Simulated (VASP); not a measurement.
The system is ZnF2.

```
Zn F
1.0
     4.70480    0.00000    0.00000
     0.00000    4.70480    0.00000
     0.00000    0.00000    3.13380
Zn F
2 4
Cartesian
  0.0000 0.0000 0.0000
  2.3524 2.3524 1.5669
  1.4227 1.4227 0.0000
  0.9297 3.7751 1.5669
  3.2821 3.2821 0.0000
  3.7751 0.9297 1.5669
```

- Program: VASP 6.6.1
- Task: relaxation of cell and atoms
- Functional: PBE
- Potentials or basis: VASP PAW PBE potentials, release 64 (Zn, F)
- Cutoff: 600 eV
- k mesh: 4 × 4 × 6
- Occupations: methfessel-paxton, width 0.15 eV
- Spin: no spin polarisation

At the start: pressure 6.4 GPa; volume 11.56 Å³/atom.

Task: How do energy, volume and symmetry change on relaxing?

Result: Over 12 steps the energy falls by 12.6 meV/atom and the volume is 12.23 Å³/atom (+5.8 %); space group P4_2/mnm (No. 136, to 0.1 Å) before and after.

Step by step:
```tsv
step	energy change (eV)	largest force (eV/Å)	pressure (GPa)	volume (Å³)
1	0.0000	0.0084	6.38	69.37
2	-0.0702	0.0918	-1.15	74.09
3	-0.0733	0.0787	0.04	73.23
4	-0.0733	0.0799	-0.08	73.31
5	-0.0745	0.0556	-0.05	73.35
6	-0.0757	0.0041	-0.03	73.47
7	-0.0757	0.0023	-0.08	73.47
8	-0.0757	0.0005	-0.08	73.46
9	-0.0757	0.0018	0.06	73.37
10	-0.0757	0.0014	0.01	73.41
11	-0.0757	0.0014	0.02	73.41
12	-0.0757	0.0008	0.01	73.41
```

Final structure:
```xyz
6
Lattice="4.8009 0.0000 0.0000 0.0000 4.8009 0.0000 0.0000 0.0000 3.1849" Properties=species:S:1:pos:R:3 pbc="T T T"
Zn    0.0000    0.0000    0.0000
Zn    2.4005    2.4005    1.5925
F     1.4606    1.4606    0.0000
F     0.9399    3.8610    1.5925
F     3.3404    3.3404    0.0000
F     3.8610    0.9399    1.5925
```
